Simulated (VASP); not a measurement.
## SnO: single point with PBEsol

Crystal: SnO.

```
Sn O
1.0
     2.69103   -2.69103    0.00000
     2.69103    2.69103    0.00000
     0.00000    0.00000    9.50277
Sn O
4 4
Direct
  0.75001 0.24999 0.87123
  0.24999 0.75001 0.12877
  0.74999 0.25001 0.37123
  0.25001 0.74999 0.62877
  0.25000 0.25000 0.25000
  0.75000 0.75000 0.75000
  0.25000 0.25000 0.75000
  0.75000 0.75000 0.25000
```

```
Program             : VASP 6.6.1
Task                : single point
Functional          : PBEsol
Potentials or basis : VASP PAW PBE potentials, release 64 (Sn_d, O)
Cutoff              : 520 eV
k mesh              : 10 × 10 × 4
Occupations         : gaussian, width 0.02 eV
Spin                : no spin polarisation
```

- Pressure: 0.2 GPa
- Largest force: 0.086 eV/Å
- Band gap on the k mesh: zero (bands 40 and 41 overlap by 0.09 eV)

Forces in eV/Å, atoms in the order of the input:
```
Sn   0.000  0.000  0.086
Sn   0.000  0.000 -0.086
Sn   0.000  0.000  0.086
Sn   0.000  0.000 -0.086
O    0.000  0.000  0.000
O    0.000  0.000  0.000
O    0.000  0.000  0.000
O    0.000  0.000  0.000
```

Levels at points of the mesh, in eV from the Fermi level:
```tsv
k point	band 36	band 37	band 38	band 39	band 40	band 41	band 42	band 43	band 44	band 45
(0.00, 0.00, 0.00)	-3.20	-3.20	-3.01	-2.21	-0.02	1.57	2.11	2.77	2.77	3.55
(0.50, 0.00, 0.00)	-4.86	-2.79	-2.79	-1.75	-1.75	2.63	2.63	3.24	3.24	5.29
(0.50, 0.50, 0.00)	-2.53	-2.53	-2.53	-1.90	-1.90	-0.10	-0.10	2.27	2.27	4.14
(0.00, 0.00, 0.50)	-3.21	-3.21	-3.21	-0.57	-0.57	1.57	1.57	3.38	3.38	3.38
(0.50, 0.00, 0.50)	-4.88	-2.22	-2.22	-2.22	-2.22	2.93	2.93	2.93	2.93	5.54
(0.50, 0.50, 0.50)	-2.53	-2.38	-2.38	-2.38	-2.38	0.82	0.82	0.82	0.82	5.08
```

It took 16 min on 1 thread of Oxide Virtual Turin-like Processor (shared host), peak memory 0.52 GiB.

Caveat: semilocal functionals underestimate gaps, and a narrow one can read as zero; the PAW data sets were made with another functional, which shifts forces and pressure a little; spin-orbit coupling is left out, which moves the levels of the heavy elements.
